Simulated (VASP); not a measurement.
# Tl (Fd-3m) in VASP: further runs, part 2 of 2

VASP 6.6.1. Earlier steps stand in the parts before.

## (4) Relaxation of cell and atoms, r2SCAN

This run uses another cell than the first one, of 34.30 Å³/atom.

File POSCAR:

```
Tl
1.0
    0.0000000000      3.2492284846      3.2492284846
    3.2492284846      0.0000000000      3.2492284846
    3.2492284846      3.2492284846      0.0000000000
Tl
2
Direct
    0.5000000000      0.5000000000      0.5000000000
    0.7500000000      0.7500000000      0.7500000000
```

File INCAR.step1:

```
SYSTEM = Tl
ALGO = Normal ; EDIFF = 1E-4
ENCUT = 600 ; GGA = PE
ISMEAR = 0 ; LASPH = .True.
LCHARG = .False. ; LREAL = .False.
LWAVE = .True. ; NELM = 100
PREC = Accurate ; SIGMA = 0.1
```

File INCAR.step2:

```
SYSTEM = Tl
ALGO = Normal ; EDIFF = 1E-6
EDIFFG = -0.04 ; ENCUT = 600
IBRION = 2 ; ISIF = 3
ISMEAR = 0 ; ISTART = 1
LASPH = .True. ; LCHARG = .False.
LMIXTAU = .True. ; LREAL = .False.
LWAVE = .False. ; METAGGA = R2SCAN
NELM = 100 ; NSW = 90
PREC = Accurate ; SIGMA = 0.1
```

File KPOINTS:

```
k-points
0
Gamma
  4 4 4
  0 0 0
```

Potentials or basis: VASP PAW PBE potentials, release 64 (Tl_d).

Launch:

```console
$ cat potpaw_PBE.64/Tl_d/POTCAR > POTCAR
$ cp INCAR.step1 INCAR
$ mpirun -np 1 vasp_std > vasp.out
$ cp INCAR.step2 INCAR
$ mpirun -np 1 vasp_std > vasp.out
```

OUTCAR:

```text
SYSTEM = Tl
   EDIFF = 1E-6
   EDIFFG = -0.04
   ENCUT = 600
   IBRION = 2
   ISIF = 3
   ISMEAR = 0
   ISTART = 1
   LASPH = .True.
   LREAL = .False.
   METAGGA = R2SCAN
   NELM = 100
   NSW = 90
   PREC = Accurate

 ion  position               nearest neighbor table
   1  0.500  0.500  0.500-   2 2.81   2 2.81   2 2.81   2 2.81
   2  0.750  0.750  0.750-   1 2.81   1 2.81   1 2.81   1 2.81

  LATTYP: Found a face centered cubic cell.
 ALAT       =     6.4984569692

  Lattice vectors:

 A1 = (   0.0000000000,   3.2492284846,   3.2492284846)
 A2 = (   3.2492284846,   0.0000000000,   3.2492284846)
 A3 = (   3.2492284846,   3.2492284846,   0.0000000000)

Analysis of symmetry for initial positions (statically):
=====================================================================
 Subroutine PRICEL returns:
 Original cell was already a primitive cell.

 Routine SETGRP: Setting up the symmetry group for a
 face centered cubic supercell.

 Subroutine GETGRP returns: Found 48 space group operations
 (whereof 24 operations were pure point group operations)
 out of a pool of 48 trial point group operations.

The static configuration has the point symmetry T_d .
[... 136 lines left out ...]
   NGX = 19   NGY = 19   NGZ = 19

--------------------------------------- Ionic step        1  -------------------------------------------

 number of electron      26.0000002 magnetization

 Free energy of the ion-electron system (eV)
  ---------------------------------------------------
  ext. energy  EPLUGINS =         0.00000000
  ---------------------------------------------------
  free energy    TOTEN  =      -105.46462846 eV

  energy without entropy =     -105.44358685  energy(sigma->0) =     -105.45410765

------------------------ aborting loop because EDIFF is reached ----------------------------------------

  FORCE on cell =-STRESS in cart. coord.  units (eV):
  Direction    XX          YY          ZZ          XY          YZ          ZX
  --------------------------------------------------------------------------------------
  -------------------------------------------------------------------------------------
  Total        2.2782039      2.2782039      2.2782039     -0.0000000     -0.0000000     -0.0000000
  in kB       53.2025460     53.2025460     53.2025460     -0.0000000     -0.0000000     -0.0000000
  external PRESSURE =      53.2025460 kB  Pullay stress =       0.0000000 kB
[... 59 lines left out ...]
--------------------------------------- Ionic step        3  -------------------------------------------

 number of electron      26.0000001 magnetization

 Free energy of the ion-electron system (eV)
  ---------------------------------------------------
  ext. energy  EPLUGINS =         0.00000000
  ---------------------------------------------------
  free energy    TOTEN  =      -105.65525626 eV

  energy without entropy =     -105.63456241  energy(sigma->0) =     -105.64490933

 E-fermi :   3.3985     XC(G=0):  -8.7604

 val. band max:        2.8037117501   @ k =   0.5000   0.5000   0.0000
 cond. band min:       3.4133344335   @ k =   0.5000   0.2500   0.0000
 fundamental gap:      0.6096226834
 Fermi energy:         3.3984548918

 k-point     1 :       0.0000    0.0000    0.0000
  band No.  band energies     occupation
      1      -9.2517      2.00000
      2      -9.2517      2.00000
      3      -9.2517      2.00000
      4      -9.1659      2.00000
      5      -9.1659      2.00000
      6      -8.5298      2.00000
[... 178 lines left out ...]
  FREE ENERGIE OF THE ION-ELECTRON SYSTEM (eV)
  ---------------------------------------------------
  free  energy   TOTEN  =      -105.6552562561 eV

  energy  without entropy=     -105.6345624078  energy(sigma->0) =     -105.64490933

 reached required accuracy - stopping structural energy minimisation
```

OUTCAR.step1:

```text
SYSTEM = Tl
   EDIFF = 1E-4
   ENCUT = 600
   GGA = PE
   ISMEAR = 0
   LASPH = .True.
   LREAL = .False.
[... 364 lines left out ...]
      3.24923      3.24923      3.24923         0.000000      0.000000      0.000000
      4.87384      4.87384      4.87384        -0.000000     -0.000000     -0.000000
 -----------------------------------------------------------------------------------
    total drift:                               -0.000000     -0.000000      0.000000

  FREE ENERGIE OF THE ION-ELECTRON SYSTEM (eV)
  ---------------------------------------------------
  free  energy   TOTEN  =        -3.4400604194 eV

  energy  without entropy=       -3.4190188020  energy(sigma->0) =       -3.42953961
```

Wall time 84 s (1 thread of Intel Xeon 6975P-C (Granite Rapids), shared host); peak memory 0.26 GiB.

What came out:

```yaml
Free_energy: -105.6553 eV
Relaxed_volume: 41.12 Å³/atom
Relaxed_cell: a = 4.881 Å, b = 4.881 Å, c = 4.881 Å, α = 60.00°, β = 60.00°, γ = 60.00°
Space_group_after_relaxing_to_0.1_Å: Fd-3m (No. 227)
Energy_gained_by_relaxing: 95.3 meV/atom
Ionic_steps: 3
Pressure_after_relaxing: 0.0 GPa
Band_gap_on_the_k_mesh: zero (bands 13 and 14 overlap by 3.47 eV)
```

The path:
| step | energy change (eV) | largest force (eV/Å) | pressure (GPa) | volume (Å³) |
| --- | --- | --- | --- | --- |
| 1 | 0.0000 | 0.0000 | 5.32 | 68.61 |
| 2 | -0.1889 | 0.0000 | 0.39 | 80.55 |
| 3 | -0.1906 | 0.0000 | -0.05 | 82.25 |

Final structure:
```
Tl
1.0
     0.00000    3.45171    3.45171
     3.45171    0.00000    3.45171
     3.45171    3.45171    0.00000
Tl
2
Direct
  0.50000 0.50000 0.50000
  0.75000 0.75000 0.75000
```

Caveat: the k points lie up to 0.39 Å⁻¹ apart in the final cell, too coarse for converged energies and pressures of a metal; the volume moved by over 15 % at a fixed basis, so the end points are rough; the PAW data sets were made with another functional, which shifts forces and pressure a little; spin-orbit coupling is left out, which moves the levels of the heavy elements.

## (5) Single point, r2SCAN

This run uses another cell than the first one, of 41.82 Å³/atom.

File POSCAR:

```
Tl
1.0
    0.0000000000      3.4709482622      3.4709482622
    3.4709482622      0.0000000000      3.4709482622
    3.4709482622      3.4709482622      0.0000000000
Tl
2
Direct
    0.0000000000      0.0000000000      0.0000000000
    0.2500000000      0.2500000000      0.2500000000
```

File INCAR.step1:

```
SYSTEM = Tl
PREC = Accurate ; ENCUT = 520
ISMEAR = 0 ; SIGMA = 0.1
LREAL = .False. ; LASPH = .True.
NELM = 60 ; NBANDS = 20
GGA = PE ; ALGO = Normal
EDIFF = 1E-4 ; LWAVE = .True.
LCHARG = .False.
```

File INCAR.step2:

```
SYSTEM = Tl
PREC = Accurate ; ENCUT = 520
EDIFF = 1E-6 ; ISMEAR = 0
SIGMA = 0.1 ; LREAL = .False.
LASPH = .True. ; NELM = 60
ALGO = Normal ; ISIF = 2
LWAVE = .False. ; LCHARG = .False.
METAGGA = R2SCAN ; LMIXTAU = .True.
NBANDS = 20 ; ISTART = 1
```

File KPOINTS:

```
regular mesh
0
Gamma
  14 14 14
  0 0 0
```

Launch:

```console
$ cat potpaw_PBE.64/Tl_d/POTCAR > POTCAR
$ cp INCAR.step1 INCAR
$ mpirun -np 1 vasp_std > vasp.out
$ cp INCAR.step2 INCAR
$ mpirun -np 1 vasp_std > vasp.out
```

Run time: 4 min. Hardware: 1 thread of Intel Xeon 6975P-C (Granite Rapids), shared host; peak memory 0.35 GiB.

Results (log left out):

- Free energy: -105.5692 eV
- Pressure: 0.0 GPa
- Band gap on the k mesh: zero (bands 13 and 14 overlap by 3.37 eV)

Levels at points of the mesh, in eV from the Fermi level:
| k point | band 10 | band 11 | band 12 | band 13 | band 14 | band 15 | band 16 | band 17 |
| --- | --- | --- | --- | --- | --- | --- | --- | --- |
| (0.00, 0.00, 0.00) | -11.62 | -9.26 | -0.95 | 2.46 | 2.46 | 2.46 | 4.22 | 4.22 |
| (0.50, 0.00, 0.00) | -11.56 | -7.62 | -4.94 | 0.96 | 1.09 | 1.09 | 5.30 | 5.30 |
| (0.50, 0.50, 0.00) | -11.52 | -6.23 | -6.23 | -0.36 | -0.36 | 2.44 | 2.44 | 9.46 |

Caveat: the PAW data sets were made with another functional, which shifts forces and pressure a little; spin-orbit coupling is left out, which moves the levels of the heavy elements.

## (6) Summary

| task | cell | k mesh | cutoff (eV) | gap on the mesh (eV) | pressure (GPa) |
| --- | --- | --- | --- | --- | --- |
| single point | a = 4.864 Å, angles 60.0°, 2 atoms | 4 × 4 × 4 | 520 | none | 0.2 |
| single point | a = 4.595 Å, angles 60.0°, 2 atoms | 6 × 6 × 6 | 520 | none | 6.2 |
| relaxation of cell and atoms | relaxed from a = 4.595 Å, angles 60.0°, 2 atoms | 4 × 4 × 4 | 600 | none | 0.0 |
| single point | a = 4.909 Å, angles 60.0°, 2 atoms | 14 × 14 × 14 | 520 | none | 0.0 |

Alike in all rows: level r2SCAN; potentials or basis VASP PAW PBE potentials, release 64 (Tl_d); no spin polarisation; smearing gaussian 0.1 eV.

Caveats: some runs use coarse meshes; the PAW data sets were made with another functional, which shifts forces and pressure a little; spin-orbit coupling is left out, which moves the levels of the heavy elements; the cell stands under pressure (at least some runs); the volume moved by over 15 % at a fixed basis, so the end points are rough (at least some runs).

Total energies depend on the potentials used, so only differences within one code and one set of settings carry meaning.
